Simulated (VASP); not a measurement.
Crystal: CuO.

```
Cu O
1.0
     2.55255    0.00000    0.00000
     0.00000    2.55255    0.00000
     0.00000    0.00000    2.55255
Cu O
1 1
Cartesian
  0.0000 0.0000 0.0000
  1.2763 1.2763 1.2763
```

Base run:

```yaml
Program: VASP 6.6.1
Functional: LDA
Potentials_or_basis: VASP PAW LDA potentials, release 64 (Cu_sv_GW, O)
Cutoff: 820 eV
k_mesh: 7 × 7 × 7
Occupations: gaussian, width 0.05 eV
Spin: collinear spin
Starting_moments: "[1.0, 0.0] μB"
Hubbard_terms: Cu d U = 8.0 eV
```

Its results: band gap on the k mesh zero (filled and empty bands overlap); pressure -1.3 GPa; net moment 1.00 μB per cell; site moments Cu +0.38; O +0.58 μB.

**Question.** The run is repeated on the same cell with these changes: potentials or basis from VASP PAW LDA potentials, release 64 (Cu_sv_GW, O) to VASP PAW LDA potentials, release 64 (Cu_sv_GW, O_h); cutoff from 820 eV to 1340 eV. What comes out?

**Answer.** Band gap on the k mesh zero (filled and empty bands overlap); pressure -0.7 GPa; net moment 1.00 μB per cell; site moments Cu +0.38; O +0.43 μB.

Caveats: a cell with one magnetic atom can't hold antiferromagnetic order, which such compounds often take.
